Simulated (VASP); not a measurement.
# NaEuC4 (F-43m) in VASP: single point with PBE

Aim: the single point of NaEuC4 with PBE.

Program: VASP 6.6.1. These are calculated values, not measurements. Logs are shortened: lines on timing, memory, paths and dates and some standing lists are left out, and cuts for length are marked.

## Step 1: The cell of the first run

It takes space group F-43m (No. 216, cubic). The conventional cell has a = 6.677 Å, b = 6.677 Å, c = 6.677 Å, α = 90.00°, β = 90.00°, γ = 90.00°. Within 3.8 Å of Na (site symmetry -43m) lie 4 Eu at 2.89 Å and 12 C at 2.89 Å. Within 3.6 Å of Eu (site symmetry -43m) lie 12 C at 2.73 Å and 4 Na at 2.89 Å. Within 2.1 Å of C (site symmetry 3m) lie 3 C at 1.56 Å.

The cell was generated, and may not be a known phase.

## Step 2: Single point, PBE, collinear spin, ferromagnetic start

INCAR

```
SYSTEM = NaEuC4
  PREC = Accurate
  ENCUT = 1130
  EDIFF = 1E-6
  ISMEAR = 0
  SIGMA = 0.1
  LREAL = .FALSE.
  LASPH = .TRUE.
  NELM = 200
  ALGO = Normal
  ISIF = 2
  LWAVE = .FALSE.
  LCHARG = .FALSE.
  ISPIN = 2
  MAGMOM = 0 7.07 0 0 0 0
  LORBIT = 11
  LMAXMIX = 6
  GGA = PE
  NBANDS = 34
  GGA_COMPAT = .FALSE.
```

KPOINTS

```
Automatic mesh
0
G
  10 10 10
  0 0 0
```

POSCAR

```
NaEuC4
1.0
    0.0000000000      3.3384099056      3.3384099056
    3.3384099056      0.0000000000      3.3384099056
    3.3384099056      3.3384099056      0.0000000000
Na Eu C
1 1 4
Direct
    0.5000000000      0.5000000000      0.5000000000
    0.2500000000      0.2500000000      0.2500000000
    0.9171445498      0.9171445498      0.2485663505
    0.9171445498      0.2485663505      0.9171445498
    0.2485663505      0.9171445498      0.9171445498
    0.9171445498      0.9171445498      0.9171445498
```

Potentials or basis: VASP PAW PBE potentials, release 64 (Na_sv, Eu, C).

Launch:

```bash
cat potpaw_PBE.64/Na_sv/POTCAR potpaw_PBE.64/Eu/POTCAR potpaw_PBE.64/C/POTCAR > POTCAR
mpirun -np 1 vasp_std > vasp.out
```

OUTCAR:

```text
SYSTEM = NaEuC4
   PREC = Accurate
   ENCUT = 1130
   EDIFF = 1E-6
   ISMEAR = 0
   LREAL = .FALSE.
   LASPH = .TRUE.
   NELM = 200
   ISIF = 2
   ISPIN = 2
   LORBIT = 11
   GGA = PE

 ion  position               nearest neighbor table
   1  0.500  0.500  0.500-
   2  0.250  0.250  0.250-   3 2.73   4 2.73   3 2.73   5 2.73   4 2.73   5 2.73   6 2.73   6 2.73
                             6 2.73   3 2.73   4 2.73   5 2.73
   3  0.917  0.917  0.249-   4 1.56   5 1.56   6 1.56   2 2.73   2 2.73   2 2.73
   4  0.917  0.249  0.917-   3 1.56   5 1.56   6 1.56   2 2.73   2 2.73   2 2.73
   5  0.249  0.917  0.917-   3 1.56   4 1.56   6 1.56   2 2.73   2 2.73   2 2.73
   6  0.917  0.917  0.917-   3 1.56   4 1.56   5 1.56   2 2.73   2 2.73   2 2.73

  LATTYP: Found a face centered cubic cell.
 ALAT       =     6.6768198112

  Lattice vectors:

 A1 = (   0.0000000000,   3.3384099056,   3.3384099056)
 A2 = (   3.3384099056,   0.0000000000,   3.3384099056)
 A3 = (   3.3384099056,   3.3384099056,   0.0000000000)

Analysis of symmetry for initial positions (statically):
=====================================================================
 Subroutine PRICEL returns:
 Original cell was already a primitive cell.

 Routine SETGRP: Setting up the symmetry group for a
 face centered cubic supercell.

 Subroutine GETGRP returns: Found 24 space group operations
 (whereof 24 operations were pure point group operations)
 out of a pool of 48 trial point group operations.

The static configuration has the point symmetry T_d .

Analysis of symmetry for dynamics (positions and initial velocities):
=====================================================================
 Subroutine PRICEL returns:
 Original cell was already a primitive cell.

 Routine SETGRP: Setting up the symmetry group for a
 face centered cubic supercell.

 Subroutine GETGRP returns: Found 24 space group operations
 (whereof 24 operations were pure point group operations)
 out of a pool of 48 trial point group operations.

The dynamic configuration has the point symmetry T_d .

Analysis of structural, dynamic, and magnetic symmetry:
=====================================================================
 Subroutine PRICEL returns:
 Original cell was already a primitive cell.

 Routine SETGRP: Setting up the symmetry group for a
 face centered cubic supercell.

 Subroutine GETGRP returns: Found 24 space group operations
 (whereof 24 operations were pure point group operations)
 out of a pool of 48 trial point group operations.

The overall configuration has the point symmetry T_d .

 Subroutine INISYM returns: Found 24 space group operations
 (whereof 24 operations are pure point group operations),
 and found     1 'primitive' translations

----------------------------------------------------------------------------------------

                                     Primitive cell

  volume of cell :      74.4130

  direct lattice vectors                    reciprocal lattice vectors
     0.000000000  3.338409906  3.338409906    -0.149771902  0.149771902  0.149771902
     3.338409906  0.000000000  3.338409906     0.149771902 -0.149771902  0.149771902
     3.338409906  3.338409906  0.000000000     0.149771902  0.149771902 -0.149771902

  length of vectors
     4.721224565  4.721224565  4.721224565     0.259412543  0.259412543  0.259412543

  position of ions in fractional coordinates (direct lattice)
     0.500000000  0.500000000  0.500000000
     0.250000000  0.250000000  0.250000000
     0.917144550  0.917144550  0.248566350
     0.917144550  0.248566350  0.917144550
     0.248566350  0.917144550  0.917144550
     0.917144550  0.917144550  0.917144550

  ion indices of the primitive-cell ions
   primitive index   ion index
                 1           1
                 2           2
                 3           3
                 4           4
                 5           5
                 6           6

[... 51 lines left out ...]
  0.400000  0.300000  0.000000     24.000000
 [... further k-points ...]
   k-points           NKPTS =     47   k-points in BZ     NKDIM =     47   number of bands    NBANDS=     34
   number of dos      NEDOS =    301   number of ions     NIONS =      6
   total plane-waves  NPLWV = 157464
   dimension x,y,z NGX =    54 NGY =   54 NGZ =   54
   dimension x,y,z NGXF=   108 NGYF=  108 NGZF=  108
   ions per type =               1   1   4
   NGX,Y,Z   is equivalent  to a cutoff of  19.01, 19.01, 19.01 a.u.
   NGXF,Y,Z  is equivalent  to a cutoff of  38.03, 38.03, 38.03 a.u.
 SYSTEM =  NaEuC4
   PREC   = accura    normal or accurate (medium, high low for compatibility)
   ISTART =      0    job   : 0-new  1-cont  2-samecut
   ICHARG =      2    charge: 1-file 2-atom 10-const
   ISPIN  =      2    spin polarized calculation?
   LNONCOLLINEAR =      F non collinear calculations
   LSORBIT =      F    spin-orbit coupling
   LASPH  =      T    aspherical Exc in radial PAW
   ENCUT  = 1130.0 eV  83.05 Ry    9.11 a.u.  12.94 12.94 12.94*2*pi/ulx,y,z
   NELM   =    200;   NELMIN=  2; NELMDL= -5     # of ELM steps
   EDIFF  = 0.1E-05   stopping-criterion for ELM
   LREAL  =      F    real-space projection
   EDIFFG = 0.1E-04   stopping-criterion for IOM
   NSW    =      0    number of steps for IOM
   IBRION =     -1    ionic relax: 0-MD 1-quasi-New 2-CG
   NFREE  =      0    steps in history (QN), initial steepest desc. (CG)
   ISIF   =      2    stress and relaxation
   ISYM   =      2    0-nonsym 1-usesym 2-fastsym
   POTIM  = 0.5000    time-step for ionic-motion
   TEBEG  =    0.0;   TEEND  =   0.0 temperature during run
   PSTRESS=    0.0 pullay stress
   NELECT =      42.0000    total number of electrons
   NUPDOWN=      -1.0000    fix difference up-down
   EMIN   =  10.00;   EMAX   =-10.00  energy-range for DOS
   EFERMI =   0.00;   METHOD = LEGACY
   ISMEAR =     0;   SIGMA  =   0.10  broadening in eV -4-tet -1-fermi 0-gaus
   EFERMI_NEDOS =   21; number of points for ismear=-14 and -15
   IALGO  =     38    algorithm
   IMIX   =      4    mixing-type and parameters
     AMIX     =   0.40;   BMIX     =  1.00
     AMIX_MAG =   1.60;   BMIX_MAG =  1.00
  volume/ion in A,a.u.               =      12.40        83.69
  Fermi-wavevector in a.u.,A,eV,Ry     =   1.352929  2.556665 24.904325  1.830416
  Thomas-Fermi vector in A             =   2.480227
   LORBIT       =     11    0 simple, 1 ext, 2 COOP (PROOUT), +10 PAW based schemes
   GGA     = PE    functional components
   LHFCALC =     F    Hartree Fock is set to
   AEXX    =    0.0000 exact exchange contribution
   IVDW    =     0    specifies the selected vdW correction
   LEPSILON=     F    determine dielectric tensor
   LRPA    =     F    only Hartree local field effects (RPA)
 spin polarized calculation
 Gauss-broadening in eV      SIGMA  =   0.10
  energy-cutoff  :     1130.00
  volume of cell :       74.41
 maximum number of plane-waves:      6447
 NGX is ok and might be reduce to    54
   NGX = 25   NGY = 25   NGZ = 25

 number of electron      41.9999997 magnetization       6.0006660

 Free energy of the ion-electron system (eV)
  ---------------------------------------------------
  ext. energy  EPLUGINS =         0.00000000
  ---------------------------------------------------
  free energy    TOTEN  =       -43.40384574 eV

  energy without entropy =      -43.37799322  energy(sigma->0) =      -43.39091948

 E-fermi :   3.6094     XC(G=0): -10.6158

 val. band max:        3.6060264206   @ k =  -0.2000   0.2000   0.0000
 cond. band min:       3.6097700487   @ k =   0.5000   0.1000   0.0000
 fundamental gap:      0.0037436281
 Fermi energy:         3.6093724857

 spin component 1

 k-point     1 :       0.0000    0.0000    0.0000
  band No.  band energies     occupation
      1     -48.7340      1.00000
      2     -37.5153      1.00000
      3     -20.6699      1.00000
      4     -20.6699      1.00000
      5     -20.6699      1.00000
      6     -16.2202      1.00000
[... 853 lines left out ...]
     32      10.4449      0.00000
     33      10.7955      0.00000

 [... further k-points ...]

 spin component 2

 k-point     1 :       0.0000    0.0000    0.0000
  band No.  band energies     occupation
      1     -48.7263      1.00000
      2     -34.5705      1.00000
      3     -20.6589      1.00000
      4     -20.6589      1.00000
      5     -20.6589      1.00000
      6     -15.8604      1.00000
[... 853 lines left out ...]
     32      10.6220      0.00000
     33      11.2508      0.00000

 [... further k-points ...]

 [bands above 33 left out]

------------------------ aborting loop because EDIFF is reached ----------------------------------------

  FORCE on cell =-STRESS in cart. coord.  units (eV):
  Direction    XX          YY          ZZ          XY          YZ          ZX
  --------------------------------------------------------------------------------------
  -------------------------------------------------------------------------------------
  Total        0.0951022      0.0951022      0.0951022      0.0000000      0.0000000      0.0000000
  in kB        2.0476332      2.0476332      2.0476332      0.0000000      0.0000000      0.0000000
  external PRESSURE =       2.0476332 kB  Pullay stress =       0.0000000 kB

 VOLUME and BASIS-vectors are now :
 -----------------------------------------------------------------------------
  energy-cutoff  :     1130.00
  volume of cell :       74.41
      direct lattice vectors                 reciprocal lattice vectors
     0.000000000  3.338409906  3.338409906    -0.149771902  0.149771902  0.149771902
     3.338409906  0.000000000  3.338409906     0.149771902 -0.149771902  0.149771902
     3.338409906  3.338409906  0.000000000     0.149771902  0.149771902 -0.149771902

 POSITION                                       TOTAL-FORCE (eV/Angst)
 -----------------------------------------------------------------------------------
      3.33841      3.33841      3.33841         0.000000      0.000000      0.000000
      1.66920      1.66920      1.66920         0.000000      0.000000      0.000000
      3.89162      3.89162      6.12361         0.054101      0.054101     -0.054101
      3.89162      6.12361      3.89162         0.054101     -0.054101      0.054101
      6.12361      3.89162      3.89162        -0.054101      0.054101      0.054101
      6.12361      6.12361      6.12361        -0.054101     -0.054101     -0.054101
 -----------------------------------------------------------------------------------
    total drift:                                0.000000      0.000000      0.000000

  FREE ENERGIE OF THE ION-ELECTRON SYSTEM (eV)
  ---------------------------------------------------
  free  energy   TOTEN  =       -43.4038457355 eV

  energy  without entropy=      -43.3779932175  energy(sigma->0) =      -43.39091948

 total charge

# of ion       s       p       d       f       tot
--------------------------------------------------
    1        1.939   5.602   0.000   0.000   7.541
    2        2.023   5.740   0.481   6.471  14.714
    3        0.884   1.514   0.000   0.000   2.398
    4        0.884   1.514   0.000   0.000   2.398
    5        0.884   1.514   0.000   0.000   2.398
    6        0.884   1.514   0.000   0.000   2.398
--------------------------------------------------
tot          7.496  17.399   0.481   6.471  31.847

 magnetization (x)

# of ion       s       p       d       f       tot
--------------------------------------------------
    1        0.002   0.001   0.000   0.000   0.003
    2       -0.014  -0.107   0.089   6.363   6.331
    3       -0.027  -0.075   0.000   0.000  -0.102
    4       -0.027  -0.075   0.000   0.000  -0.102
    5       -0.027  -0.075   0.000   0.000  -0.102
    6       -0.027  -0.075   0.000   0.000  -0.102
--------------------------------------------------
tot         -0.122  -0.406   0.089   6.363   5.924
```

It took 18 min on 1 thread of Intel Xeon 6975P-C (Granite Rapids), shared host; peak memory 0.95 GiB.

Results:

```yaml
Free_energy: -43.4038 eV
Pressure: 0.2 GPa
Largest_force: 0.094 eV/Å
Band_gap_on_the_k_mesh: zero (filled and empty bands overlap)
Net_moment: 6.00 μB per cell
Site_moments: Na +0.00; Eu +6.33; C -0.10 μB
Valence_electrons_inside_the_program's_atomic_spheres: Na 7.54; Eu 14.71; C 2.40
```

Forces in eV/Å, atoms in the order of the input:
```
Na   0.000  0.000  0.000
Eu   0.000  0.000  0.000
C    0.054  0.054 -0.054
C    0.054 -0.054  0.054
C   -0.054  0.054  0.054
C   -0.054 -0.054 -0.054
```

Levels at points of the mesh, in eV from the Fermi level:
Spin up:
| k point | band 20 | band 21 | band 22 | band 23 | band 24 | band 25 | band 26 | band 27 | band 28 | band 29 |
| --- | --- | --- | --- | --- | --- | --- | --- | --- | --- | --- |
| (0.00, 0.00, 0.00) | -0.50 | -0.50 | -0.50 | -0.28 | -0.28 | -0.28 | 4.67 | 4.67 | 4.67 | 6.08 |
| (0.50, 0.00, 0.00) | -0.54 | -0.54 | -0.50 | -0.29 | -0.08 | -0.08 | 3.08 | 4.16 | 4.16 | 4.94 |
| (0.50, 0.50, 0.00) | -0.55 | -0.50 | -0.50 | 0.08 | 0.08 | 0.17 | 2.46 | 4.32 | 4.32 | 4.89 |
Spin down:
```csv
k point,band 16,band 17,band 18,band 19,band 20,band 21
"(0.00, 0.00, 0.00)",-1.27,-1.27,-1.27,3.94,4.03,4.03
"(0.50, 0.00, 0.00)",-1.68,-0.91,-0.91,3.05,3.88,3.88
"(0.50, 0.50, 0.00)",-1.22,-0.67,-0.67,2.95,4.03,4.05
```

Caveat: spin-orbit coupling is left out, which moves the levels of the heavy elements; semilocal functionals describe open f shells poorly, which spoils levels, moments and volumes.
